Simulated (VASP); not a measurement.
# TiO2 (C2/m) in VASP: further runs

TiO2 is run at these levels: PBE+D3(BJ); tasks: single point.

All numbers are computed with VASP 6.6.1; they aren't measurements. Logs are shortened: lines on timing, memory, paths and dates and some standing lists are left out, and cuts for length are marked.

### Step 1. The cell of the first run

It takes space group C2/m (No. 12, monoclinic). Conventional cell: a = 5.148 Å, b = 2.972 Å, c = 5.163 Å, α = 90.00°, β = 109.41°, γ = 90.00°. Ti (site symmetry 2/m) has 6 O at 1.99 to 2.07 Å within 2.6 Å. O (site symmetry m) has 3 Ti at 1.99 to 2.07 Å and 4 O at 2.63 to 2.77 Å within 2.8 Å.

### Step 2. Single point, PBE+D3(BJ) (atoms displaced along a vibrational mode)

Contents of INCAR:

```
ALGO     = Normal         # electronic algorithm
EDIFF    = 1E-6           # SCF threshold, eV
ENCUT    = 520            # plane-wave cutoff, eV
GGA      = PE             # functional
ISIF     = 2              # what is computed and relaxed
ISMEAR   = 0              # smearing method
IVDW     = 12             # dispersion correction
LASPH    = True           # aspherical terms in the spheres
LCHARG   = False          # write CHGCAR
LREAL    = False          # projectors in reciprocal space
LWAVE    = False          # write WAVECAR
NBANDS   = 19             # bands
NELM     = 80             # most SCF steps
PREC     = Accurate       # precision mode
SIGMA    = 0.05           # smearing width, eV
```

Contents of KPOINTS:

```
k-points
0
Gamma
  12 12 12
```

Contents of POSCAR:

```
TiO2
1.0
    1.4862023484      0.8580593258      4.8692561771
   -1.4862023484      0.8580593258      4.8692561771
    0.0000000000     -1.7161186520      4.8692561770
Ti O
1 2
Direct
    0.0000000000      0.0000000000      0.0000000000
    0.5817755263      0.5817755263      0.6202344056
    0.4182244737      0.4182244737      0.3797655944
```

Potentials or basis: VASP PAW PBE potentials, release 64 (Ti_sv, O).

Run with:

```bash
$ cat potpaw_PBE.64/Ti_sv/POTCAR potpaw_PBE.64/O/POTCAR > POTCAR
$ mpirun -np 1 vasp_std > vasp.out
```

OUTCAR:

```text
EDIFF = 1E-6
   ENCUT = 520
   GGA = PE
   ISIF = 2
   ISMEAR = 0
   IVDW = 12
   LASPH = True
   LREAL = False
   NELM = 80
   PREC = Accurate
 IVDW          = 12

 ion  position               nearest neighbor table
   1  0.000  0.000  0.000-   2 1.99   2 1.99   3 1.99   3 1.99   2 2.07   3 2.07
   2  0.582  0.582  0.620-   1 1.99   1 1.99   1 2.07
   3  0.418  0.418  0.380-   1 1.99   1 1.99   1 2.07

  LATTYP: Found a trigonal (rhomboedric) cell.
 ALAT       =     5.1628208322
 COS(alpha) =     0.8342659381

  Lattice vectors:

 A1 = (   1.4862023484,   0.8580593258,   4.8692561771)
 A2 = (  -1.4862023484,   0.8580593258,   4.8692561771)
 A3 = (   0.0000000000,  -1.7161186520,   4.8692561770)

Analysis of symmetry for initial positions (statically):
=====================================================================
 Subroutine PRICEL returns:
 Original cell was already a primitive cell.

 Routine SETGRP: Setting up the symmetry group for a
 trigonal (rhombohedral) supercell.

 Subroutine GETGRP returns: Found  4 space group operations
 (whereof  4 operations were pure point group operations)
 out of a pool of 12 trial point group operations.

The static configuration has the point symmetry C_2h.

Analysis of symmetry for dynamics (positions and initial velocities):
=====================================================================
 Subroutine PRICEL returns:
 Original cell was already a primitive cell.

 Routine SETGRP: Setting up the symmetry group for a
 trigonal (rhombohedral) supercell.

 Subroutine GETGRP returns: Found  4 space group operations
 (whereof  4 operations were pure point group operations)
 out of a pool of 12 trial point group operations.

The dynamic configuration has the point symmetry C_2h.

 Subroutine INISYM returns: Found  4 space group operations
 (whereof  4 operations are pure point group operations),
 and found     1 'primitive' translations

----------------------------------------------------------------------------------------

                                     Primitive cell

  volume of cell :      37.2571

  direct lattice vectors                    reciprocal lattice vectors
     1.486202348  0.858059326  4.869256177     0.336427944  0.194236764  0.068456725
    -1.486202348  0.858059326  4.869256177    -0.336427944  0.194236764  0.068456725
     0.000000000 -1.716118652  4.869256177     0.000000000 -0.388473528  0.068456725

  length of vectors
     5.162820832  5.162820832  5.162820832     0.394459130  0.394459130  0.394459130

  position of ions in fractional coordinates (direct lattice)
     0.000000000  0.000000000  0.000000000
     0.581775526  0.581775526  0.620234406
     0.418224474  0.418224474  0.379765594

  ion indices of the primitive-cell ions
   primitive index   ion index
                 1           1
                 2           2
                 3           3

----------------------------------------------------------------------------------------

 KPOINTS: k-points

Automatic generation of k-mesh.
 Grid dimensions read from file:
 generate k-points for:   12   12   12

 Generating k-lattice:

  Cartesian coordinates                     Fractional coordinates (reciprocal lattice)
     0.028035662  0.016186397  0.005704727     0.083333333 -0.000000000  0.000000000
    -0.028035662  0.016186397  0.005704727    -0.000000000  0.083333333  0.000000000
     0.000000000 -0.032372794  0.005704727     0.000000000  0.000000000  0.083333333

  Length of vectors
     0.032871594  0.032871594  0.032871594

  Shift w.r.t. Gamma in fractional coordinates (k-lattice)
     0.000000000  0.000000000  0.000000000

 Subroutine IBZKPT returns following result:
 ===========================================

 Found    476 irreducible k-points:

 Following reciprocal coordinates:
            Coordinates               Weight
  0.000000  0.000000  0.000000      1.000000
  0.083333 -0.000000  0.000000      4.000000
 -0.000000 -0.000000  0.083333      2.000000
  0.166667 -0.000000  0.000000      4.000000
  0.000000  0.000000  0.166667      2.000000
  0.250000 -0.000000  0.000000      4.000000
[... 16 lines left out ...]
 -0.333333  0.000000 -0.083333      4.000000
  0.083333  0.000000  0.333333      4.000000
 [... further k-points ...]
   k-points           NKPTS =    476   k-points in BZ     NKDIM =    476   number of bands    NBANDS=     19
   number of dos      NEDOS =    301   number of ions     NIONS =      3
   total plane-waves  NPLWV =  64000
   dimension x,y,z NGX =    40 NGY =   40 NGZ =   40
   dimension x,y,z NGXF=    80 NGYF=   80 NGZF=   80
   ions per type =               1   2
   NGX,Y,Z   is equivalent  to a cutoff of  12.88, 12.88, 12.88 a.u.
   NGXF,Y,Z  is equivalent  to a cutoff of  25.76, 25.76, 25.76 a.u.
 SYSTEM =  unknown system
   PREC   = accura    normal or accurate (medium, high low for compatibility)
   ISTART =      0    job   : 0-new  1-cont  2-samecut
   ICHARG =      2    charge: 1-file 2-atom 10-const
   ISPIN  =      1    spin polarized calculation?
   LNONCOLLINEAR =      F non collinear calculations
   LSORBIT =      F    spin-orbit coupling
   LASPH  =      T    aspherical Exc in radial PAW
   ENCUT  =  520.0 eV  38.22 Ry    6.18 a.u.   9.60  9.60  9.60*2*pi/ulx,y,z
   NELM   =     80;   NELMIN=  2; NELMDL= -5     # of ELM steps
   EDIFF  = 0.1E-05   stopping-criterion for ELM
   LREAL  =      F    real-space projection
[... 7 lines left out ...]
   TEBEG  =    0.0;   TEEND  =   0.0 temperature during run
   PSTRESS=    0.0 pullay stress
   NELECT =      24.0000    total number of electrons
   NUPDOWN=      -1.0000    fix difference up-down
   EMIN   =  10.00;   EMAX   =-10.00  energy-range for DOS
   EFERMI =   0.00;   METHOD = LEGACY
   ISMEAR =     0;   SIGMA  =   0.05  broadening in eV -4-tet -1-fermi 0-gaus
   EFERMI_NEDOS =   21; number of points for ismear=-14 and -15
   IALGO  =     38    algorithm
   IMIX   =      4    mixing-type and parameters
     AMIX     =   0.40;   BMIX     =  1.00
     AMIX_MAG =   1.60;   BMIX_MAG =  1.00
  volume/ion in A,a.u.               =      12.42        83.81
  Fermi-wavevector in a.u.,A,eV,Ry     =   1.413868  2.671823 27.198356  1.999023
  Thomas-Fermi vector in A             =   2.535469
   LORBIT       =      0    0 simple, 1 ext, 2 COOP (PROOUT), +10 PAW based schemes
   GGA     = PE    functional components
   LHFCALC =     F    Hartree Fock is set to
   AEXX    =    0.0000 exact exchange contribution
   IVDW    =    12    specifies the selected vdW correction
   LEPSILON=     F    determine dielectric tensor
   LRPA    =     F    only Hartree local field effects (RPA)
 non-spin polarized calculation
 Gauss-broadening in eV      SIGMA  =   0.05
  energy-cutoff  :      520.00
  volume of cell :       37.26
 maximum number of plane-waves:      1033
   NGX = 19   NGY = 19   NGZ = 19

 number of electron      24.0000002 magnetization

 Free energy of the ion-electron system (eV)
  ---------------------------------------------------
  ext. energy  EPLUGINS =         0.00000000
  ---------------------------------------------------
  free energy    TOTEN  =       -26.27531930 eV

  energy without entropy =      -26.27531930  energy(sigma->0) =      -26.27531930

 E-fermi :   2.8713     XC(G=0): -10.1979

 val. band max:        2.5554430030   @ k =   0.1667   0.0833  -0.0833
 cond. band min:       4.6169413736   @ k =   0.5000  -0.0000   0.5000
 fundamental gap:      2.0614983706
 Fermi energy:         2.8713152195

 k-point     1 :       0.0000    0.0000    0.0000
  band No.  band energies     occupation
      1     -54.2715      2.00000
      2     -30.5077      2.00000
      3     -30.2599      2.00000
      4     -30.2294      2.00000
      5     -15.0989      2.00000
      6     -13.4714      2.00000
[... 11 lines left out ...]
     18       9.9278      0.00000
     19      13.7110      0.00000

 k-point     2 :       0.0833   -0.0000    0.0000
  band No.  band energies     occupation
      1     -54.2667      2.00000
      2     -30.4990      2.00000
      3     -30.2826      2.00000
      4     -30.2535      2.00000
      5     -15.0131      2.00000
      6     -13.5113      2.00000
[... 11 lines left out ...]
     18      10.2259      0.00000
     19      14.0766      0.00000

 k-point     3 :      -0.0000   -0.0000    0.0833
  band No.  band energies     occupation
      1     -54.2668      2.00000
      2     -30.4996      2.00000
      3     -30.2968      2.00000
      4     -30.2367      2.00000
      5     -15.0212      2.00000
      6     -13.5023      2.00000
[... 11 lines left out ...]
     18      10.1988      0.00000
     19      14.0730      0.00000

 k-point     4 :       0.1667   -0.0000    0.0000
  band No.  band energies     occupation
      1     -54.2535      2.00000
      2     -30.4756      2.00000
      3     -30.3827      2.00000
      4     -30.2794      2.00000
      5     -14.7778      2.00000
      6     -13.6182      2.00000
[... 11 lines left out ...]
     18      10.9975      0.00000
     19      14.9843      0.00000

 k-point     5 :       0.0000    0.0000    0.1667
  band No.  band energies     occupation
      1     -54.2540      2.00000
      2     -30.4784      2.00000
      3     -30.3958      2.00000
      4     -30.2566      2.00000
      5     -14.8105      2.00000
      6     -13.5832      2.00000
[... 11 lines left out ...]
     18      10.9438      0.00000
     19      14.9746      0.00000

 k-point     6 :       0.2500   -0.0000    0.0000
  band No.  band energies     occupation
      1     -54.2356      2.00000
      2     -30.5265      2.00000
      3     -30.4401      2.00000
      4     -30.3079      2.00000
      5     -14.4579      2.00000
      6     -13.7546      2.00000
[... 11 lines left out ...]
     18      11.9652      0.00000
     19      16.0060      0.00000

 k-point     7 :       0.0000    0.0000    0.2500
  band No.  band energies     occupation
      1     -54.2365      2.00000
      2     -30.5336      2.00000
      3     -30.4439      2.00000
      4     -30.2837      2.00000
      5     -14.5337      2.00000
      6     -13.6761      2.00000
[... 11 lines left out ...]
     18      11.9167      0.00000
     19      15.9679      0.00000

 k-point     8 :       0.3333   -0.0000    0.0000
  band No.  band energies     occupation
      1     -54.2175      2.00000
      2     -30.6643      2.00000
      3     -30.4077      2.00000
      4     -30.3356      2.00000
      5     -14.1803      2.00000
      6     -13.8364      2.00000
[... 256 lines left out ...]
 k-point    20 :      -0.2500    0.0000   -0.0833
  band No.  band energies     occupation
      1     -54.2420      2.00000
      2     -30.4686      2.00000
      3     -30.4512      2.00000
      4     -30.3077      2.00000
      5     -14.5528      2.00000
      6     -13.7308      2.00000
[... 11 lines left out ...]
     18      11.7683      0.00000
     19      15.5078      0.00000

 k-point    21 :       0.0833    0.0000    0.2500
  band No.  band energies     occupation
      1     -54.2428      2.00000
      2     -30.4771      2.00000
      3     -30.4542      2.00000
      4     -30.2848      2.00000
      5     -14.6084      2.00000
      6     -13.6726      2.00000
[... 11 lines left out ...]
     18      11.6905      0.00000
     19      15.4922      0.00000

 k-point    22 :       0.3333    0.0833    0.0000
  band No.  band energies     occupation
      1     -54.2244      2.00000
      2     -30.5984      2.00000
      3     -30.4229      2.00000
      4     -30.3347      2.00000
      5     -14.2679      2.00000
      6     -13.8216      2.00000
[... 11 lines left out ...]
     18      12.6000      0.00000
     19      16.1570      0.00000

 k-point    23 :      -0.3333    0.0000   -0.0833
  band No.  band energies     occupation
      1     -54.2240      2.00000
      2     -30.6026      2.00000
      3     -30.4208      2.00000
      4     -30.3388      2.00000
      5     -14.2334      2.00000
      6     -13.8584      2.00000
[... 11 lines left out ...]
     18      12.6929      0.00000
     19      16.1467      0.00000

 k-point    24 :       0.0833    0.0000    0.3333
  band No.  band energies     occupation
      1     -54.2252      2.00000
      2     -30.6021      2.00000
      3     -30.4262      2.00000
      4     -30.3164      2.00000
      5     -14.3386      2.00000
      6     -13.7523      2.00000
[... 11 lines left out ...]
     18      12.6234      0.00000
     19      16.1101      0.00000

 [... further k-points ...]

------------------------ aborting loop because EDIFF is reached ----------------------------------------

 Edisp (eV)   -0.60078

 E8    (eV) :    -0.2340

  FORCE on cell =-STRESS in cart. coord.  units (eV):
  Direction    XX          YY          ZZ          XY          YZ          ZX
  --------------------------------------------------------------------------------------
  -------------------------------------------------------------------------------------
  Total      -1.51928    -1.51026    -2.86482     0.00000    -1.39792     0.00000
  in kB     -65.33398   -64.94592  -123.19667     0.00000   -60.11513     0.00000
  external pressure =      -84.49 kB  Pullay stress =        0.00 kB

 VOLUME and BASIS-vectors are now :
 -----------------------------------------------------------------------------
  energy-cutoff  :      520.00
  volume of cell :       37.26
      direct lattice vectors                 reciprocal lattice vectors
     1.486202348  0.858059326  4.869256177     0.336427944  0.194236764  0.068456725
    -1.486202348  0.858059326  4.869256177    -0.336427944  0.194236764  0.068456725
     0.000000000 -1.716118652  4.869256177     0.000000000 -0.388473528  0.068456725

 POSITION                                       TOTAL-FORCE (eV/Angst)
 -----------------------------------------------------------------------------------
      0.00000      0.00000      0.00000         0.000000     -0.000000      0.000000
      0.00000     -0.06600      8.68571         0.000000      0.646372      1.512804
      0.00000      0.06600      5.92206         0.000000     -0.646372     -1.512804
 -----------------------------------------------------------------------------------
    total drift:                               -0.000000      0.000000     -0.000000

  FREE ENERGIE OF THE ION-ELECTRON SYSTEM (eV)
  ---------------------------------------------------
  free  energy   TOTEN  =       -26.8760979027 eV

  energy  without entropy=      -26.8760979027  energy(sigma->0) =      -26.87609790
```

Run time: 5.8 min. Hardware: 1 thread of Intel Xeon 6975P-C (Granite Rapids), shared host; peak memory 0.48 GiB.

What came out:

| Quantity | Value |
| --- | --- |
| Free energy | -26.8761 eV |
| Pressure | -8.4 GPa |
| Largest force | 1.645 eV/Å |
| Band gap on the k mesh | 2.06 eV (least direct gap 2.33 eV) |
| Dispersion energy per atom | -0.200 eV |

Forces on the atoms (eV/Å):
```
Ti   0.000  0.000  0.000
O    0.000  0.646  1.513
O    0.000 -0.646 -1.513
```

Stress tensor (GPa, compression positive):
```
 -6.53   0.00   0.00
  0.00  -6.49  -6.01
  0.00  -6.01 -12.32
```

Caveat: the cell differs from its parent crystal (atoms displaced along a vibrational mode); the cell stands under tension; forces of over 1 eV/Å act on the atoms, so gaps and moduli don't describe the material at rest.

### Step 3. Single point, PBE+D3(BJ) (atoms displaced along a vibrational mode)

Contents of INCAR:

```
  ALGO = Normal
  EDIFF = 1E-7
  ENCUT = 520
  GGA = PE
  ISIF = 2
  ISMEAR = 0
  IVDW = 12
  LASPH = True
  LCHARG = False
  LREAL = False
  LWAVE = False
  NBANDS = 19
  NELM = 80
  PREC = Accurate
  SIGMA = 0.05
```

KPOINTS is that of step 2.

Contents of POSCAR:

```
TiO2
1.0
    1.4862023484      0.8580593258      4.8692561771
   -1.4862023484      0.8580593258      4.8692561771
    0.0000000000     -1.7161186520      4.8692561770
Ti O
1 2
Direct
    0.0000000000      0.0000000000      0.0000000000
    0.6074147792      0.6074147792      0.5689558999
    0.3925852208      0.3925852208      0.4310441001
```

Potentials or basis: VASP PAW PBE potentials, release 64 (Ti_sv, O).

Run with:

```bash
$ cat potpaw_PBE.64/Ti_sv/POTCAR potpaw_PBE.64/O/POTCAR > POTCAR
$ mpirun -np 1 vasp_std > vasp.out
```

Run time: 6 min. Hardware: 1 thread of Intel Xeon 6975P-C (Granite Rapids), shared host; peak memory 0.48 GiB.

Results (log left out):

| Property | Result |
| --- | --- |
| Free energy | -26.8734 eV |
| Pressure | -8.4 GPa |
| Largest force | 1.667 eV/Å |
| Band gap on the k mesh | 1.97 eV (least direct gap 2.34 eV) |
| Dispersion energy per atom | -0.200 eV |

Forces in eV/Å, atoms in the order of the input:
```
Ti   0.000  0.000  0.000
O    0.000 -0.707  1.510
O    0.000  0.707 -1.510
```

Stress tensor (GPa, compression positive):
```
 -6.66   0.00   0.00
  0.00  -6.21   6.56
  0.00   6.56 -12.30
```

Levels at points of the mesh, in eV from the valence-band top:
```tsv
k point	band 9	band 10	band 11	band 12	band 13	band 14	band 15	band 16
(0.00, 0.00, 0.00)	-3.40	-0.61	-0.52	-0.21	2.13	2.34	3.53	5.67
(0.50, 0.00, 0.00)	-2.95	-1.97	-1.35	-1.29	2.35	3.34	3.54	5.69
(0.00, 0.00, 0.50)	-2.72	-1.84	-1.53	-1.34	2.04	3.36	3.51	5.65
(0.50, 0.50, 0.00)	-2.70	-2.48	-1.45	-0.94	1.97	3.36	3.49	5.72
(0.50, 0.00, 0.50)	-3.04	-2.48	-1.40	-0.63	2.25	3.34	3.53	5.53
(0.50, 0.50, 0.50)	-3.45	-1.64	-0.49	-0.43	2.13	2.35	3.79	5.60
```

Caveat: the cell differs from its parent crystal (atoms displaced along a vibrational mode); the cell stands under tension; forces of over 1 eV/Å act on the atoms, so gaps and moduli don't describe the material at rest.
